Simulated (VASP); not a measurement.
# RbBr (Pm-3m) in VASP: further runs

The runs below take RbBr through elastic constants, with PBEsol.

All numbers are computed with VASP 6.6.1; they aren't measurements. Logs are shortened: lines on timing, memory, paths and dates and some standing lists are left out, and cuts for length are marked.

## Step 1: The cell of the first run

Symmetry: Pm-3m, No. 221, cubic system. The conventional cell has a = 3.950 Å, b = 3.950 Å, c = 3.950 Å, α = 90.00°, β = 90.00°, γ = 90.00°. Rb (site symmetry m-3m) has 8 Br at 3.42 Å and 6 Rb at 3.95 Å within 4.5 Å. Within 4.5 Å of Br (site symmetry m-3m) lie 8 Rb at 3.42 Å and 6 Br at 3.95 Å.

## Step 2: Elastic constants, PBEsol

INCAR reads:

```
SYSTEM = RbBr
PREC = Accurate
ENCUT = 600
EDIFF = 1E-8
ISMEAR = 0
SIGMA = 0.01
LREAL = .FALSE.
LASPH = .TRUE.
NELM = 80
ALGO = Normal
ISIF = 3
LWAVE = .FALSE.
LCHARG = .FALSE.
GGA = PS
IBRION = 6
NFREE = 2
POTIM = 0.015
NSW = 1
```

KPOINTS reads:

```
regular mesh
0
G
  6 6 6
  0 0 0
```

POSCAR reads:

```
RbBr
1.0
    3.9498679169      0.0000000000      0.0000000000
    0.0000000000      3.9498679169      0.0000000000
    0.0000000000      0.0000000000      3.9498679169
Rb Br
1 1
Direct
    0.0000000000      0.0000000000      0.0000000000
    0.5000000000      0.5000000000      0.5000000000
```

Potentials or basis: VASP PAW PBE potentials, release 64 (Rb_sv, Br).

Command:

```console
$ cat potpaw_PBE.64/Rb_sv/POTCAR potpaw_PBE.64/Br/POTCAR > POTCAR
$ mpirun -np 1 vasp_std > vasp.out
```

OUTCAR:

```text
SYSTEM = RbBr
   PREC = Accurate
   ENCUT = 600
   EDIFF = 1E-8
   ISMEAR = 0
   LREAL = .FALSE.
   LASPH = .TRUE.
   NELM = 80
   ISIF = 3
   GGA = PS
   IBRION = 6
   NFREE = 2
   POTIM = 0.015
   NSW = 1

 ion  position               nearest neighbor table
   1  0.000  0.000  0.000-   2 3.42   2 3.42   2 3.42   2 3.42   2 3.42   2 3.42   2 3.42   2 3.42

   2  0.500  0.500  0.500-   1 3.42   1 3.42   1 3.42   1 3.42   1 3.42   1 3.42   1 3.42   1 3.42

  LATTYP: Found a simple cubic cell.
 ALAT       =     3.9498679169

  Lattice vectors:

 A1 = (   3.9498679169,   0.0000000000,   0.0000000000)
 A2 = (   0.0000000000,   3.9498679169,   0.0000000000)
 A3 = (   0.0000000000,   0.0000000000,   3.9498679169)

Analysis of symmetry for initial positions (statically):
=====================================================================
 Subroutine PRICEL returns:
 Original cell was already a primitive cell.

 Routine SETGRP: Setting up the symmetry group for a
 simple cubic supercell.

 Subroutine GETGRP returns: Found 48 space group operations
 (whereof 48 operations were pure point group operations)
 out of a pool of 48 trial point group operations.

The static configuration has the point symmetry O_h .

Analysis of symmetry for dynamics (positions and initial velocities):
=====================================================================
 Subroutine PRICEL returns:
 Original cell was already a primitive cell.

 Routine SETGRP: Setting up the symmetry group for a
 simple cubic supercell.

 Subroutine GETGRP returns: Found 48 space group operations
 (whereof 48 operations were pure point group operations)
 out of a pool of 48 trial point group operations.

The dynamic configuration has the point symmetry O_h .

 Subroutine INISYM returns: Found 48 space group operations
 (whereof 48 operations are pure point group operations),
 and found     1 'primitive' translations

----------------------------------------------------------------------------------------

                                     Primitive cell

  volume of cell :      61.6237

  direct lattice vectors                    reciprocal lattice vectors
     3.949867917  0.000000000  0.000000000     0.253173023  0.000000000  0.000000000
     0.000000000  3.949867917  0.000000000     0.000000000  0.253173023  0.000000000
     0.000000000  0.000000000  3.949867917     0.000000000  0.000000000  0.253173023

  length of vectors
     3.949867917  3.949867917  3.949867917     0.253173023  0.253173023  0.253173023

  position of ions in fractional coordinates (direct lattice)
     0.000000000  0.000000000  0.000000000
     0.500000000  0.500000000  0.500000000

  ion indices of the primitive-cell ions
   primitive index   ion index
                 1           1
                 2           2

----------------------------------------------------------------------------------------

 KPOINTS: regular mesh

Automatic generation of k-mesh.
 Grid dimensions read from file:
 generate k-points for:    6    6    6

 Generating k-lattice:

  Cartesian coordinates                     Fractional coordinates (reciprocal lattice)
     0.042195504  0.000000000  0.000000000     0.166666667  0.000000000  0.000000000
     0.000000000  0.042195504  0.000000000     0.000000000  0.166666667  0.000000000
     0.000000000  0.000000000  0.042195504     0.000000000  0.000000000  0.166666667

  Length of vectors
     0.042195504  0.042195504  0.042195504

  Shift w.r.t. Gamma in fractional coordinates (k-lattice)
     0.000000000  0.000000000  0.000000000
[... 216 lines left out ...]
      6      -0.2409      2.00000
      7      -0.2397      2.00000
      8      -0.2385      2.00000
      9       4.2951      0.00000
     10       5.1660      0.00000
     11       5.1676      0.00000
     12      10.1361      0.00000
[... 331 lines left out ...]
 k-point    24 :       0.0000    0.3333    0.0000
  band No.  band energies     occupation
      1     -24.9323      2.00000
      2     -12.9867      2.00000
      3      -9.0465      2.00000
      4      -8.8669      2.00000
      5      -8.8667      2.00000
      6      -1.8353      2.00000
      7      -0.3564      2.00000
      8      -0.3559      2.00000
      9       6.0624      0.00000
     10       6.4713      0.00000
     11       7.5370      0.00000
     12       9.5513      0.00000

 [... further k-points ...]

[... ionic steps 4 to 14 ...]

--------------------------------------- Ionic step       15  -------------------------------------------

 number of electron      15.9999999 magnetization

------------------------ aborting loop because EDIFF is reached ----------------------------------------
[... 67 lines left out ...]
--------------------------------------- Ionic step       17  -------------------------------------------

 number of electron      15.9999999 magnetization

 Free energy of the ion-electron system (eV)
  ---------------------------------------------------
  ext. energy  EPLUGINS =         0.00000000
  ---------------------------------------------------
  free energy    TOTEN  =        -6.26480972 eV

  energy without entropy =       -6.26480972  energy(sigma->0) =       -6.26480972

 E-fermi :  -0.0333     XC(G=0):  -8.7059

 val. band max:       -0.0854697431   @ k =   0.0000   0.5000   0.5000
 cond. band min:       4.2954058183   @ k =   0.0000   0.0000   0.0000
 fundamental gap:      4.3808755615
 Fermi energy:        -0.0333246652

 k-point     1 :       0.0000    0.0000    0.0000
  band No.  band energies     occupation
      1     -24.9608      2.00000
      2     -12.9681      2.00000
      3      -8.9280      2.00000
      4      -8.9280      2.00000
      5      -8.9280      2.00000
      6      -0.2399      2.00000
      7      -0.2397      2.00000
      8      -0.2397      2.00000
      9       4.2954      0.00000
     10       5.1662      0.00000
     11       5.1669      0.00000
     12      10.1525      0.00000
[... 331 lines left out ...]
 k-point    24 :       0.0000    0.1667    0.1667
  band No.  band energies     occupation
      1     -24.9423      2.00000
      2     -12.9595      2.00000
      3      -9.0528      2.00000
      4      -8.9027      2.00000
      5      -8.8893      2.00000
      6      -1.0274      2.00000
      7      -0.6046      2.00000
      8      -0.2868      2.00000
      9       5.5409      0.00000
     10       5.8650      0.00000
     11       6.3666      0.00000
     12       9.3566      0.00000

 [... further k-points ...]

------------------------ aborting loop because EDIFF is reached ----------------------------------------

  FORCE on cell =-STRESS in cart. coord.  units (eV):
  Direction    XX          YY          ZZ          XY          YZ          ZX
  --------------------------------------------------------------------------------------
  -------------------------------------------------------------------------------------
  Total        0.7949569      0.7953451      0.7953451      0.0000000      0.0000000      0.0000000
  in kB       20.6683795     20.6784723     20.6784723      0.0000000      0.0000000      0.0000000
  external PRESSURE =      20.6751080 kB  Pullay stress =       0.0000000 kB
[... 17 lines left out ...]
  FREE ENERGIE OF THE ION-ELECTRON SYSTEM (eV)
  ---------------------------------------------------
  free  energy   TOTEN  =        -6.2648097230 eV

  energy  without entropy=       -6.2648097230  energy(sigma->0) =       -6.26480972

 INTERNAL STRAIN TENSORS FROM STRAINED CELLS
 ============================================

 INTERNAL STRAIN TENSOR FOR ION    1 for displacements in x,y,z  (eV/Angst):
          X           Y           Z          XY          YZ          ZX
  --------------------------------------------------------------------------------
  x     0.00000     0.00000     0.00000     0.00000     0.00000     0.00000
  y     0.00000     0.00000     0.00000     0.00000     0.00000     0.00000
  z     0.00000     0.00000     0.00000     0.00000     0.00000     0.00000

 INTERNAL STRAIN TENSORS FROM DISPLACED ATOMS
 ============================================

 INTERNAL STRAIN TENSOR FOR ION    1 for displacements in x,y,z  (eV/Angst):
          X           Y           Z          XY          YZ          ZX
  --------------------------------------------------------------------------------
  x     0.00000     0.00000     0.00000     0.00000     0.00000     0.00000
  y     0.00000     0.00000     0.00000     0.00000     0.00000     0.00000
  z     0.00000     0.00000     0.00000     0.00000     0.00000     0.00000

 INTERNAL STRAIN TENSOR FOR ION    2 for displacements in x,y,z  (eV/Angst):
          X           Y           Z          XY          YZ          ZX
  --------------------------------------------------------------------------------
  x     0.00000     0.00000     0.00000     0.00000     0.00000     0.00000
  y     0.00000     0.00000     0.00000     0.00000     0.00000     0.00000
  z     0.00000     0.00000     0.00000     0.00000     0.00000     0.00000

 Eigenvectors and eigenvalues of the dynamical matrix
 ----------------------------------------------------

   1 f  =    2.919895 THz    18.346244 2PiTHz   97.397225 cm-1    12.075711 meV
             X         Y         Z           dx          dy          dz
      0.000000  0.000000  0.000000     0.695711    0.000000    0.000000
      1.974934  1.974934  1.974934    -0.718322    0.000000    0.000000
[... 21 lines left out ...]
   6 f/i=    0.002444 THz     0.015357 2PiTHz    0.081530 cm-1     0.010108 meV
             X         Y         Z           dx          dy          dz
      0.000000  0.000000  0.000000    -0.718322    0.000000    0.000000
      1.974934  1.974934  1.974934    -0.695711    0.000000    0.000000

--------------------------------------------------------------------------------------------------------

 ELASTIC MODULI CONTR FROM IONIC RELAXATION (kBar)
 Direction    XX          YY          ZZ          XY          YZ          ZX
 --------------------------------------------------------------------------------
 XX           0.0000      0.0000      0.0000      0.0000      0.0000      0.0000
 YY           0.0000      0.0000      0.0000      0.0000      0.0000      0.0000
 ZZ           0.0000      0.0000      0.0000      0.0000      0.0000      0.0000
 XY           0.0000      0.0000      0.0000      0.0000      0.0000      0.0000
 YZ           0.0000      0.0000      0.0000      0.0000      0.0000      0.0000
 ZX           0.0000      0.0000      0.0000      0.0000      0.0000      0.0000
 --------------------------------------------------------------------------------

 TOTAL ELASTIC MODULI (kBar)
 Direction    XX          YY          ZZ          XY          YZ          ZX
 --------------------------------------------------------------------------------
 XX         471.9559    138.0621    138.0621      0.0000      0.0000      0.0000
 YY         138.0621    471.9559    138.0621     -0.0000      0.0000     -0.0000
 ZZ         138.0621    138.0621    471.9559      0.0000     -0.0000      0.0000
 XY           0.0000     -0.0000      0.0000    136.3760      0.0000      0.0000
 YZ           0.0000      0.0000     -0.0000      0.0000    136.3760      0.0000
 ZX           0.0000     -0.0000      0.0000      0.0000      0.0000    136.3760
 --------------------------------------------------------------------------------
```

It took 3.3 min on 1 thread of Intel Xeon 6975P-C (Granite Rapids), shared host; peak memory 0.28 GiB.

What came out:

```
Elastic constants C11, C12, C44                         : 47, 14, 14 GPa
Voigt bulk modulus                                      : 25 GPa
Highest phonon frequency at Γ, LO-TO splitting left out : 97 cm⁻¹
```

Phonon frequencies in cm⁻¹ (negative: imaginary):
```
              q point     frequencies
(0.000, 0.000, 0.000)  0 0 0 97 97 97
```

Elastic tensor in Voigt notation (GPa, in the Cartesian axes of the cell as first typed):
```
47 14 14  0  0  0
14 47 14  0  0  0
14 14 47  0  0  0
 0  0  0 14  0  0
 0  0  0  0 14  0
 0  0  0  0  0 14
```

Clamped-ion elastic tensor (GPa):
```
47 14 14  0  0  0
14 47 14  0  0  0
14 14 47  0  0  0
 0  0  0 14  0  0
 0  0  0  0 14  0
 0  0  0  0  0 14
```

Caveat: the cell is under stress, which shifts elastic constants; the PAW data sets were made with another functional, which shifts forces and pressure a little.

## Step 3: Elastic constants, PBEsol

This run uses another cell than the first one, of 33.71 Å³/atom, 1.094 times its volume.

INCAR reads:

```
PREC = Accurate
ENCUT = 600
EDIFF = 1E-8
ISMEAR = 0
SIGMA = 0.01
LREAL = F
LASPH = T
NELM = 80
ALGO = Normal
ISIF = 3
LWAVE = F
LCHARG = F
GGA = PS
IBRION = 6
NFREE = 2
POTIM = 0.015
NSW = 1
```

KPOINTS reads:

```
regular mesh
0
Gamma
  6 6 6
```

POSCAR reads:

```
RbBr
1.0
    4.0700875059      0.0000000000      0.0000000000
    0.0000000000      4.0700875059      0.0000000000
    0.0000000000      0.0000000000      4.0700875059
Rb Br
1 1
Direct
    0.0000000000      0.0000000000      0.0000000000
    0.5000000000      0.5000000000      0.5000000000
```

Potentials or basis: VASP PAW PBE potentials, release 64 (Rb_sv, Br).

Command:

```console
$ cat potpaw_PBE.64/Rb_sv/POTCAR potpaw_PBE.64/Br/POTCAR > POTCAR
$ mpirun -np 1 vasp_std > vasp.out
```

OUTCAR:

```text
PREC = Accurate
   ENCUT = 600
   EDIFF = 1E-8
   ISMEAR = 0
   LREAL = F
   LASPH = T
   NELM = 80
   ISIF = 3
   GGA = PS
   IBRION = 6
   NFREE = 2
   POTIM = 0.015
   NSW = 1

 ion  position               nearest neighbor table
   1  0.000  0.000  0.000-   2 3.52   2 3.52   2 3.52   2 3.52   2 3.52   2 3.52   2 3.52   2 3.52

   2  0.500  0.500  0.500-   1 3.52   1 3.52   1 3.52   1 3.52   1 3.52   1 3.52   1 3.52   1 3.52
[... 806 lines left out ...]
      0.000000  0.000000  0.000000    -0.000000    0.695930    0.000000
      2.035044  2.035044  2.035044    -0.000000   -0.718110    0.000000
[... 21 lines left out ...]
   6 f/i=    0.002595 THz     0.016307 2PiTHz    0.086570 cm-1     0.010733 meV
             X         Y         Z           dx          dy          dz
      0.000000  0.000000  0.000000     0.718110   -0.000000    0.000000
      2.035044  2.035044  2.035044     0.695930    0.000000    0.000000

--------------------------------------------------------------------------------------------------------

 ELASTIC MODULI CONTR FROM IONIC RELAXATION (kBar)
 Direction    XX          YY          ZZ          XY          YZ          ZX
 --------------------------------------------------------------------------------
 XX           0.0000      0.0000      0.0000      0.0000      0.0000      0.0000
 YY           0.0000      0.0000      0.0000      0.0000      0.0000      0.0000
 ZZ           0.0000      0.0000      0.0000      0.0000      0.0000      0.0000
 XY           0.0000      0.0000      0.0000      0.0000      0.0000      0.0000
 YZ           0.0000      0.0000      0.0000      0.0000      0.0000      0.0000
 ZX           0.0000      0.0000      0.0000      0.0000      0.0000      0.0000
 --------------------------------------------------------------------------------

 TOTAL ELASTIC MODULI (kBar)
 Direction    XX          YY          ZZ          XY          YZ          ZX
 --------------------------------------------------------------------------------
 XX         376.9077     72.4206     72.4206     -0.0000     -0.0000     -0.0000
 YY          72.4206    376.9077     72.4206      0.0000      0.0000      0.0000
 ZZ          72.4206     72.4206    376.9077     -0.0000     -0.0000     -0.0000
 XY          -0.0000      0.0000     -0.0000     75.2662      0.0000      0.0000
 YZ          -0.0000      0.0000     -0.0000      0.0000     75.2662      0.0000
 ZX          -0.0000      0.0000     -0.0000      0.0000      0.0000     75.2662
 --------------------------------------------------------------------------------
```

OSZICAR:

```text
N       E                     dE             d eps       ncg     rms          rms(c)
DAV:   1     0.945564896477E+02    0.94556E+02   -0.78811E+03   480   0.132E+03
[... 198 lines left out ...]
DAV:   3    -0.630094477741E+01    0.50950E-04   -0.27822E-04  1284   0.108E-01    0.587E-02
DAV:   4    -0.630091411234E+01    0.30665E-04   -0.20638E-04  1148   0.862E-02    0.198E-02
DAV:   5    -0.630091626861E+01   -0.21563E-05   -0.27333E-05  1068   0.292E-02    0.759E-03
DAV:   6    -0.630091649357E+01   -0.22496E-06   -0.17545E-06  1132   0.106E-02    0.218E-03
DAV:   7    -0.630091646809E+01    0.25486E-07   -0.59796E-07  1144   0.470E-03    0.184E-03
DAV:   8    -0.630091648771E+01   -0.19626E-07   -0.97895E-08  1148   0.208E-03    0.626E-04
DAV:   9    -0.630091648803E+01   -0.31514E-09   -0.37108E-09   656   0.472E-04
  17 F= -.63009165E+01 E0= -.63009165E+01  d E =-.144479E-65
```

stdout:

```text
POSCAR found type information on POSCAR RbBr
 POSCAR found :  2 types and       2 ions
 scaLAPACK will be used
 -----------------------------------------------------------------------------
|                                                                             |
|                                                                             |
|     You enforced a specific xc type in the INCAR file but a different       |
|     I HOPE YOU KNOW WHAT YOU ARE DOING!                                     |
|                                                                             |
[... 33 lines left out ...]
 Finite differences progress:
 bond charge predicted
 Finite differences progress:
 bond charge predicted
 Finite differences progress:
 bond charge predicted
 Finite differences progress:
 bond charge predicted
 Finite differences progress:
 bond charge predicted
 Finite differences progress:
```

Run time: 5.3 min. Hardware: 1 thread of Intel Xeon 6975P-C (Granite Rapids), shared host; peak memory 0.31 GiB.

What came out:

```yaml
Elastic_constants_C11_C12_C44: 38, 7, 8 GPa
Voigt_bulk_modulus: 17 GPa
Highest_phonon_frequency_at_Γ_LO-TO_splitting_left_out: 76 cm⁻¹
```

Phonon frequencies in cm⁻¹ (negative: imaginary):
| q point | frequencies |
| --- | --- |
| (0.000, 0.000, 0.000) | 0 0 0 76 76 76 |

Elastic tensor in Voigt notation (GPa, in the Cartesian axes of the cell as first typed):
```
38  7  7  0  0  0
 7 38  7  0  0  0
 7  7 38  0  0  0
 0  0  0  8  0  0
 0  0  0  0  8  0
 0  0  0  0  0  8
```

Clamped-ion elastic tensor (GPa):
```
38  7  7  0  0  0
 7 38  7  0  0  0
 7  7 38  0  0  0
 0  0  0  8  0  0
 0  0  0  0  8  0
 0  0  0  0  0  8
```

Caveat: the PAW data sets were made with another functional, which shifts forces and pressure a little.
